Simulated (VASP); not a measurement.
A run of VASP 6.6.1 is set up as follows.

Contents of INCAR:

```
  PREC = Accurate
  ENCUT = 520
  EDIFF = 1E-8
  ISMEAR = -1
  SIGMA = 0.02
  LREAL = F
  LASPH = T
  NELM = 80
  ALGO = Normal
  ISIF = 2
  LWAVE = F
  LCHARG = F
  GGA = PE
  LEFG = T
  NBANDS = 15
```

Contents of KPOINTS:

```
regular mesh
0
Gamma
  7 7 7
```

POSCAR

```
CaSe
1.0
   -0.0591200000      2.9264400000      2.9264400000
    2.9264400000     -0.0591200000      2.9264400000
    2.9264400000      2.9264400000     -0.0591200000
Ca Se
1 1
Direct
    0.0000000000      0.0000000000      0.0000000000
    0.5000000000      0.5000000000      0.5000000000
```

Potentials or basis: VASP PAW PBE potentials, release 64 (Ca_sv, Se).

The run is started by

```bash
$ cat potpaw_PBE.64/Ca_sv/POTCAR potpaw_PBE.64/Se/POTCAR > POTCAR
$ mpirun -np 1 vasp_std > vasp.out
```

Predict the pressure.

1.4 GPa.

What does it give for the band gap on the k mesh?

1.97 eV, indirect (least direct gap 2.91 eV).

Stress tensor (GPa, compression positive):
```
1.35 0.52 0.52
0.52 1.35 0.52
0.52 0.52 1.35
```

Caveat: the cell differs from its parent crystal (equal xy, yz and zx shear strains of -2 %); without QUAD_EFG the Cq values of the log hold for a quadrupole moment of 1 mb, not for the nuclei. A k mesh can miss the band edges.
